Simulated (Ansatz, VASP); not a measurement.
Two plane-wave programs on Re3Pb

```
Re Pb
1.0
    -1.97726    1.97726    4.27606
     1.97726   -1.97726    4.27606
     1.97726    1.97726   -4.27606
Re Pb
3 1
Cartesian
  0.0000 0.0000 4.2761
  1.9773 0.0000 2.1380
  0.0000 1.9773 2.1380
  0.0000 0.0000 0.0000
```

Alike in both runs: functional PBE; k mesh 16 × 16 × 16; occupations gaussian, width 0.1 eV; no spin polarisation.

Ansatz relaxed the structure, and its values are those at the end. VASP's run is a single point on that final structure, the one shown.

```csv
,VASP,Ansatz
version,VASP 6.6.1,Ansatz 0.2.0
potentials or method,"VASP PAW PBE potentials, release 64 (Re, Pb_d), cutoff 520 eV","scalar-relativistic, plane waves, PAW"
valence electrons in the cell,35,59
```

|  | VASP | Ansatz | Ansatz less VASP |
| --- | --- | --- | --- |
| gap on the k mesh at the Fermi level (eV) | none | none | - |
| pressure (GPa) | -0.1 | 0.0 | +0.06 |

A gap of «none» marks a metal or a gap that the smearing closes. VASP's potentials hold 35 valence electrons a cell and Ansatz's 59, so a difference there can come from the potentials and not from the codes.

Spin-orbit coupling is off throughout.
